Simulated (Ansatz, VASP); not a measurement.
As in VASP and in Ansatz

```xyz
2
Lattice="3.6431 0.0000 0.0000 -1.8215 3.0931 0.0000 0.0000 0.0000 28.5742" Properties=species:S:1:pos:R:3 pbc="T T T"
As    0.0000    2.0584   13.5934
As    1.8215    1.0348   14.9809
```

Change from the starting cell: strain along x +0.020, atoms relaxed.

Alike in both runs: functional PBE; dispersion D3(BJ); k mesh 9 × 9 × 1; occupations gaussian, width 0.02 eV; no spin polarisation.

Ansatz relaxed the structure, and its values are those at the end. VASP's run is a single point on that final structure, the one shown.

```csv
,VASP,Ansatz
version,VASP 6.6.1,Ansatz 0.2.0
potentials or method,"VASP PAW PBE potentials, release 64 (As), cutoff 520 eV","scalar-relativistic, plane waves, PAW"
valence electrons in the cell,10,30
```

```csv
,VASP,Ansatz,Ansatz less VASP
gap on the k mesh at the Fermi level (eV),1.47,1.47,-0.002
least direct gap on the mesh (eV),1.85,1.87,+0.014
rms of the force components (eV/Å),0.054,0.006,-0.0483
```

VASP's potentials hold 10 valence electrons a cell and Ansatz's 30, so a difference there can come from the potentials and not from the codes. Ansatz's warnings: stress scf threshold loose.
